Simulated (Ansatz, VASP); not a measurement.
# InAsS4: VASP beside Ansatz

Contents of INCAR:

```
SYSTEM = InAsS4
PREC = Accurate
ENCUT = 600
EDIFF = 1E-7
ISMEAR = 0
SIGMA = 0.1
LREAL = .FALSE.
LASPH = .TRUE.
NELM = 100
ALGO = Normal
ISIF = 3
LWAVE = .FALSE.
LCHARG = .FALSE.
GGA = PE
IBRION = 2
NSW = 90
EDIFFG = -0.04
```

File KPOINTS:

```
regular mesh
0
G
  6 6 2
  0 0 0
```

Contents of POSCAR:

```
InAsS4
1.0
    3.7275992594      0.0000000000      0.0000000000
    0.0000000000      3.7275992594      0.0000000000
    0.0000000000      0.0000000000     10.0890628797
In As S
1 1 4
Direct
    0.0000000000      0.0000000000      0.0000000000
    0.5000000000      0.5000000000      0.5000000000
    0.0000000000      0.0000000000      0.6037602195
    0.5000000000      0.5000000000      0.1089851251
    0.5000000000      0.5000000000      0.8910148749
    0.0000000000      0.0000000000      0.3962397805
```

Input for Ansatz:

```yaml
crystal:
  lattice:
    - [3.7275992594, 0.0, 0.0]
    - [0.0, 3.7275992594, 0.0]
    - [0.0, 0.0, 10.0890628797]
  atoms:
    - { symbol: In, position: [0.0, 0.0, 0.0] }
    - { symbol: As, position: [0.5, 0.5, 0.5] }
    - { symbol: S, position: [0.0, 0.0, 0.6037602195] }
    - { symbol: S, position: [0.5, 0.5, 0.1089851251] }
    - { symbol: S, position: [0.5, 0.5, 0.8910148749] }
    - { symbol: S, position: [0.0, 0.0, 0.3962397805] }
basis:
  ecutwfc: 420
kpoints:
  mp_grid: { grid: [6, 6, 2] }
hamiltonian:
  xc: pbe
scf:
  occupations: { method: gaussian, width: 0.1 }
  lower_state_search: "off"
output:
  forces: true
  stress: true
  eigenvalues: true
relax:
  adjacent_minimum: "off"
  f_tol: 0.04
  max_steps: 70
  cell: { stress_tol: 0.4 }
```

Change from the starting cell: species swapped into the CeDyC4 type (P4/mmm, No. 123).

Alike in both runs: task relaxation of cell and atoms; functional PBE; k mesh 6 × 6 × 2; occupations gaussian, width 0.1 eV; no spin polarisation.

```csv
,VASP,Ansatz
version,VASP 6.6.1,Ansatz 0.2.0
potentials or method,"VASP PAW PBE potentials, release 64 (In_d, As, S), cutoff 600 eV","scalar-relativistic, plane waves, PAW"
valence electrons in the cell,42,52
```

```tsv
	VASP	Ansatz	Ansatz less VASP
gap on the k mesh at the Fermi level, each at its own relaxed structure (eV)	none	none	-
relaxed volume (Å³/atom)	23.49	23.68	+0.192
relaxed cell length with the largest relative difference (Å)	10.071	10.145	+0.0741
```

A gap of «none» marks a metal or a gap that the smearing closes. VASP's potentials hold 42 valence electrons a cell and Ansatz's 52, so a difference there can come from the potentials and not from the codes.
